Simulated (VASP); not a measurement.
# ZrHg (P4/mmm) in VASP: relaxation of cell and atoms with LDA

Aim: the relaxation of cell and atoms of ZrHg with LDA.

Everything below comes from runs of VASP 6.6.1. Logs are shortened: lines on timing, memory, paths and dates and some standing lists are left out, and cuts for length are marked.

## Step 1: The cell of the first run

It takes space group P4/mmm (No. 123, tetragonal). The conventional cell has a = 3.157 Å, b = 3.157 Å, c = 4.309 Å, α = 90.00°, β = 90.00°, γ = 90.00°. Within 4.1 Å of Zr (site symmetry 4/mmm) lie 8 Hg at 3.10 Å and 4 Zr at 3.16 Å. Hg (site symmetry 4/mmm) has 8 Zr at 3.10 Å and 4 Hg at 3.16 Å within 4.1 Å.

## Step 2: Relaxation of cell and atoms, LDA

Contents of INCAR:

```
PREC     = Accurate       # precision mode
ENCUT    = 500            # plane-wave cutoff, eV
EDIFF    = 1E-7           # SCF threshold, eV
ISMEAR   = 0              # smearing method
SIGMA    = 0.1            # smearing width, eV
LREAL    = False          # projectors in reciprocal space
LASPH    = True           # aspherical terms in the spheres
NELM     = 120            # most SCF steps
ALGO     = Normal         # electronic algorithm
ISIF     = 3              # what is computed and relaxed
LWAVE    = False          # write WAVECAR
LCHARG   = False          # write CHGCAR
GGA      = CA             # functional
IBRION   = 2              # ionic algorithm
NSW      = 70             # ionic steps
EDIFFG   = -0.005         # ionic threshold
GGA_COMPAT= False        
NELMIN   = 4
```

Contents of KPOINTS:

```
Automatic mesh
0
Gamma
  14 14 10
```

Contents of POSCAR:

```
ZrHg
1.0
    3.1565298609      0.0000000000      0.0000000000
    0.0000000000      3.1565298609      0.0000000000
    0.0000000000      0.0000000000      4.3093866112
Zr Hg
1 1
Direct
    0.5000000000      0.5000000000      0.5000000000
    0.0000000000      0.0000000000      0.0000000000
```

Potentials or basis: VASP PAW LDA potentials, release 64 (Zr_sv, Hg_sv_GW).

Started as:

```bash
$ cat potpaw_LDA.64/Zr_sv/POTCAR potpaw_LDA.64/Hg_sv_GW/POTCAR > POTCAR
$ mpirun -np 1 vasp_std > vasp.out
```

OUTCAR:

```text
PREC = Accurate
   ENCUT = 500
   EDIFF = 1E-7
   ISMEAR = 0
   LREAL = False
   LASPH = True
   NELM = 120
   ISIF = 3
   GGA = CA
   IBRION = 2
   NSW = 70
   EDIFFG = -0.005
   NELMIN = 4

 ion  position               nearest neighbor table
   1  0.500  0.500  0.500-   2 3.10   2 3.10   2 3.10   2 3.10   2 3.10   2 3.10   2 3.10   2 3.10

   2  0.000  0.000  0.000-   1 3.10   1 3.10   1 3.10   1 3.10   1 3.10   1 3.10   1 3.10   1 3.10

  LATTYP: Found a simple tetragonal cell.
 ALAT       =     3.1565298609
 C/A-ratio  =     1.3652291602

  Lattice vectors:

 A1 = (   3.1565298609,   0.0000000000,   0.0000000000)
 A2 = (   0.0000000000,   3.1565298609,   0.0000000000)
 A3 = (   0.0000000000,   0.0000000000,   4.3093866112)

Analysis of symmetry for initial positions (statically):
=====================================================================
 Subroutine PRICEL returns:
 Original cell was already a primitive cell.

 Routine SETGRP: Setting up the symmetry group for a
 simple tetragonal supercell.

 Subroutine GETGRP returns: Found 16 space group operations
 (whereof 16 operations were pure point group operations)
 out of a pool of 16 trial point group operations.

The static configuration has the point symmetry D_4h.

Analysis of symmetry for dynamics (positions and initial velocities):
=====================================================================
 Subroutine PRICEL returns:
 Original cell was already a primitive cell.

 Routine SETGRP: Setting up the symmetry group for a
 simple tetragonal supercell.

 Subroutine GETGRP returns: Found 16 space group operations
 (whereof 16 operations were pure point group operations)
 out of a pool of 16 trial point group operations.

The dynamic configuration has the point symmetry D_4h.

 Subroutine INISYM returns: Found 16 space group operations
 (whereof 16 operations are pure point group operations),
 and found     1 'primitive' translations

----------------------------------------------------------------------------------------

                                     Primitive cell

  volume of cell :      42.9374

  direct lattice vectors                    reciprocal lattice vectors
     3.156529861  0.000000000  0.000000000     0.316803593  0.000000000  0.000000000
[... 88 lines left out ...]
   EDIFFG = -.5E-02   stopping-criterion for IOM
   NSW    =     70    number of steps for IOM
   IBRION =      2    ionic relax: 0-MD 1-quasi-New 2-CG
   NFREE  =      1    steps in history (QN), initial steepest desc. (CG)
   ISIF   =      3    stress and relaxation
   ISYM   =      2    0-nonsym 1-usesym 2-fastsym
   POTIM  = 0.5000    time-step for ionic-motion
   TEBEG  =    0.0;   TEEND  =   0.0 temperature during run
   PSTRESS=    0.0 pullay stress
   NELECT =      32.0000    total number of electrons
   NUPDOWN=      -1.0000    fix difference up-down
   EMIN   =  10.00;   EMAX   =-10.00  energy-range for DOS
   EFERMI =   0.00;   METHOD = LEGACY
   ISMEAR =     0;   SIGMA  =   0.10  broadening in eV -4-tet -1-fermi 0-gaus
   EFERMI_NEDOS =   21; number of points for ismear=-14 and -15
   IALGO  =     38    algorithm
   IMIX   =      4    mixing-type and parameters
     AMIX     =   0.40;   BMIX     =  1.00
     AMIX_MAG =   1.60;   BMIX_MAG =  1.00
  volume/ion in A,a.u.               =      21.47       144.88
  Fermi-wavevector in a.u.,A,eV,Ry     =   1.484271  2.804865 29.974438  2.203059
  Thomas-Fermi vector in A             =   2.597828
   LORBIT       =      0    0 simple, 1 ext, 2 COOP (PROOUT), +10 PAW based schemes
   GGA     = CA    functional components
   LHFCALC =     F    Hartree Fock is set to
   AEXX    =    0.0000 exact exchange contribution
   IVDW    =     0    specifies the selected vdW correction
   LEPSILON=     F    determine dielectric tensor
   LRPA    =     F    only Hartree local field effects (RPA)
 conjugate gradient relaxation of ions
 non-spin polarized calculation
 Gauss-broadening in eV      SIGMA  =   0.10
  energy-cutoff  :      500.00
  volume of cell :       42.94
 maximum number of plane-waves:      1120
 NGX is ok and might be reduce to    24
   NGX = 11   NGY = 11   NGZ = 15

--------------------------------------- Ionic step        1  -------------------------------------------

 number of electron      32.0000012 magnetization

 Free energy of the ion-electron system (eV)
  ---------------------------------------------------
  ext. energy  EPLUGINS =         0.00000000
  ---------------------------------------------------
  free energy    TOTEN  =       -10.89382966 eV

  energy without entropy =      -10.88169255  energy(sigma->0) =      -10.88776111

------------------------ aborting loop because EDIFF is reached ----------------------------------------

  FORCE on cell =-STRESS in cart. coord.  units (eV):
  Direction    XX          YY          ZZ          XY          YZ          ZX
  --------------------------------------------------------------------------------------
  -------------------------------------------------------------------------------------
  Total       -2.2109673     -2.2109673     -2.2947712      0.0000000      0.0000000      0.0000000
  in kB      -82.5007021    -82.5007021    -85.6277836      0.0000000      0.0000000      0.0000000
  external PRESSURE =     -83.5430626 kB  Pullay stress =       0.0000000 kB
[... 23 lines left out ...]
--------------------------------------- Ionic step        2  -------------------------------------------

 number of electron      32.0000000 magnetization

 E-fermi :  10.5859     XC(G=0): -12.9183

 val. band max:       10.5781831141   @ k =   0.2857   0.0714   0.5000
 cond. band min:      10.5860630535   @ k =   0.3571   0.0714   0.3000
 fundamental gap:      0.0078799394
 Fermi energy:        10.5858532033

 k-point     1 :       0.0000    0.0000    0.0000
  band No.  band energies     occupation
      1    -104.9037      2.00000
      2     -53.5060      2.00000
      3     -53.4715      2.00000
      4     -53.4715      2.00000
      5     -37.7927      2.00000
      6     -16.1607      2.00000
[... 794 lines left out ...]
--------------------------------------- Ionic step        9  -------------------------------------------

 number of electron      31.9999995 magnetization

 Free energy of the ion-electron system (eV)
  ---------------------------------------------------
  ext. energy  EPLUGINS =         0.00000000
  ---------------------------------------------------
  free energy    TOTEN  =       -10.98046213 eV

  energy without entropy =      -10.96958662  energy(sigma->0) =      -10.97502437

 E-fermi :   9.3343     XC(G=0): -12.4117

 val. band max:        9.3316862708   @ k =   0.5000   0.1429   0.1000
 cond. band min:       9.3379916999   @ k =   0.2857   0.0714   0.1000
 fundamental gap:      0.0063054291
 Fermi energy:         9.3343494221

 k-point     1 :       0.0000    0.0000    0.0000
  band No.  band energies     occupation
      1    -105.8494      2.00000
      2     -54.4442      2.00000
      3     -54.4173      2.00000
      4     -54.4173      2.00000
      5     -39.2405      2.00000
      6     -17.5655      2.00000
[... 572 lines left out ...]
  FREE ENERGIE OF THE ION-ELECTRON SYSTEM (eV)
  ---------------------------------------------------
  free  energy   TOTEN  =       -10.9804621286 eV

  energy  without entropy=      -10.9695866181  energy(sigma->0) =      -10.97502437

 reached required accuracy - stopping structural energy minimisation
```

OSZICAR:

```text
N       E                     dE             d eps       ncg     rms          rms(c)
DAV:   1     0.485034345719E+03    0.48503E+03   -0.17769E+04  8748   0.194E+03
DAV:   2     0.406845635195E+02   -0.44435E+03   -0.41673E+03  8700   0.762E+02
DAV:   3    -0.687764643516E+01   -0.47562E+02   -0.45363E+02 12520   0.203E+02
DAV:   4    -0.114258320335E+02   -0.45482E+01   -0.45044E+01 14312   0.613E+01
[... 87 lines left out ...]
DAV:   3    -0.109804816417E+02    0.20685E-03   -0.44850E-04 12232   0.293E-01    0.635E-02
DAV:   4    -0.109804647494E+02    0.16892E-04   -0.49522E-05 16044   0.705E-02    0.450E-02
DAV:   5    -0.109804620153E+02    0.27341E-05   -0.12002E-05 13552   0.456E-02    0.141E-02
DAV:   6    -0.109804621027E+02   -0.87361E-07   -0.13095E-06 13952   0.109E-02    0.551E-03
DAV:   7    -0.109804621286E+02   -0.25945E-07   -0.10511E-07  6496   0.307E-03
   9 F= -.10980462E+02 E0= -.10975024E+02  d E =-.136813E-03
```

CONTCAR:

```text
ZrHg
   1.00000000000000
     3.0685751630723304    0.0000000000000000    0.0000000000000000
     0.0000000000000000    3.0685751630723304    0.0000000000000000
     0.0000000000000000    0.0000000000000000    4.2286402713099260
  Zr              Hg
     1     1
Direct
     0.5000000000000000    0.5000000000000000    0.5000000000000000
     0.0000000000000000    0.0000000000000000    0.0000000000000000

  0.00000000E+00  0.00000000E+00  0.00000000E+00
  0.00000000E+00  0.00000000E+00  0.00000000E+00
```

It took 8.1 min on 1 thread of AMD EPYC 9R45 (Zen 5), shared host; peak memory 0.31 GiB.

What came out:

```yaml
Free_energy: -10.9805 eV
Relaxed_volume: 19.91 Å³/atom
Relaxed_cell: a = 3.069 Å, b = 3.069 Å, c = 4.229 Å, α = 90.00°, β = 90.00°, γ = 90.00°
Space_group_after_relaxing_to_0.1_Å: P4/mmm (No. 123)
Energy_gained_by_relaxing: 43.3 meV/atom
Ionic_steps: 9
Pressure_after_relaxing: 0.0 GPa
Band_gap_on_the_k_mesh: zero (bands 16 and 17 overlap by 1.53 eV)
```

The path:
| step | energy change (eV) | largest force (eV/Å) | pressure (GPa) | volume (Å³) |
| --- | --- | --- | --- | --- |
| 1 | 0.0000 | 0.0000 | -8.35 | 42.94 |
| 2 | 0.0632 | 0.0000 | 14.82 | 36.35 |
| 3 | -0.0861 | 0.0000 | -0.20 | 39.91 |
| 4 | -0.0862 | 0.0000 | -0.02 | 39.85 |
| 5 | -0.0861 | 0.0000 | 0.18 | 39.79 |
| 6 | -0.0865 | 0.0000 | -0.23 | 39.91 |
| 7 | -0.0865 | 0.0000 | -0.32 | 39.93 |
| 8 | -0.0866 | 0.0000 | -0.12 | 39.86 |
| 9 | -0.0866 | 0.0000 | -0.01 | 39.82 |

Final structure:
```
CELL_PARAMETERS angstrom
3.06858 0.00000 0.00000
0.00000 3.06858 0.00000
0.00000 0.00000 4.22864
ATOMIC_POSITIONS crystal
Zr 0.50000 0.50000 0.50000
Hg 0.00000 0.00000 0.00000
```

Levels at points of the mesh, in eV from the Fermi level:
```csv
k point,band 14,band 15,band 16,band 17,band 18,band 19
"(0.00, 0.00, 0.00)",-6.73,-0.96,-0.71,1.32,3.51,3.51
"(0.50, 0.00, 0.00)",-3.82,-3.56,-1.70,-0.71,1.82,3.25
"(0.50, 0.50, 0.00)",-2.87,0.61,0.61,1.66,1.66,2.08
"(0.00, 0.00, 0.50)",-6.50,-4.58,-1.31,0.96,2.07,2.07
"(0.50, 0.00, 0.50)",-4.24,-1.44,-0.53,0.02,2.58,3.14
"(0.50, 0.50, 0.50)",-2.96,-2.23,-2.23,0.24,2.73,6.32
```

Caveat: spin-orbit coupling is left out, which moves the levels of the heavy elements.
